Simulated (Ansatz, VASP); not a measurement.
# One calculation of ZrF2, two programs

INCAR

```
PREC = Accurate ; ENCUT = 520
EDIFF = 1E-6 ; ISMEAR = 0
SIGMA = 0.1 ; LREAL = False
LASPH = True ; NELM = 150
ALGO = Normal ; ISIF = 2
LWAVE = False ; LCHARG = False
ISPIN = 2 ; MAGMOM = 1 0 0
LORBIT = 11 ; LMAXMIX = 4
GGA = PE ; NBANDS = 24
```

The input KPOINTS:

```
regular mesh
0
Gamma
  4 4 6
```

POSCAR

```
ZrF2
1.0
    4.2380281779      0.0000000000      0.0000000000
    0.0000000000      4.2380281779      0.0000000000
    0.0000000000      0.0000000000      2.9850156081
Zr F
1 2
Direct
    0.5000000000      0.5000000000      0.0000000000
    0.0000000000      0.5000000000      0.0000000000
    0.5000000000      0.0000000000      0.0000000000
```

Input for Ansatz:

```yaml
crystal:
  lattice:
    - [4.2380281779, 0.0, 0.0]
    - [0.0, 4.2380281779, 0.0]
    - [0.0, 0.0, 2.9850156081]
  atoms:
    - { symbol: Zr, position: [0.5, 0.5, 0.0], spin: 1.0 }
    - { symbol: F, position: [0.0, 0.5, 0.0] }
    - { symbol: F, position: [0.5, 0.0, 0.0] }
basis:
  ecutwfc: 420
kpoints:
  mp_grid: { grid: [4, 4, 6] }
hamiltonian:
  xc: pbe
scf:
  occupations: { method: gaussian, width: 0.1 }
  lower_state_search: "off"
output:
  forces: true
  stress: true
  eigenvalues: true
  populations: true
magnetization:
  spin_polarized: true
```

Alike in both runs: task single point; functional PBE; k mesh 4 × 4 × 6; occupations gaussian, width 0.1 eV; collinear spin.

|  | VASP | Ansatz |
| --- | --- | --- |
| version | VASP 6.6.1 | Ansatz 0.2.0 |
| potentials or method | VASP PAW PBE potentials, release 64 (Zr_sv, F), cutoff 520 eV | scalar-relativistic, plane waves, PAW |
| valence electrons in the cell | 26 | 26 |

Ansatz gave:

| Quantity | Value |
| --- | --- |
| gap on the k mesh at the Fermi level (eV) | none |
| pressure (GPa) | 0.0 |
| traceless stress, the component that is largest in VASP (GPa) | -0.03 |
| net moment per atom (μB) | 0.05 |
| size of the moment on the site where the two differ most (μB) | 0.05 |

Task: What did VASP give for the same quantities?

Result: gap on the k mesh at the Fermi level (eV): none; pressure (GPa): 0.0; traceless stress, the component that is largest in VASP (GPa): -0.24; net moment per atom (μB): 0.05; size of the moment on the site where the two differ most (μB): 0.09.

Site moments also hang on the region over which each program counts them. A gap of «none» marks a metal or a gap that the smearing closes.

The k mesh is coarse, so the values compare programs but aren't converged.
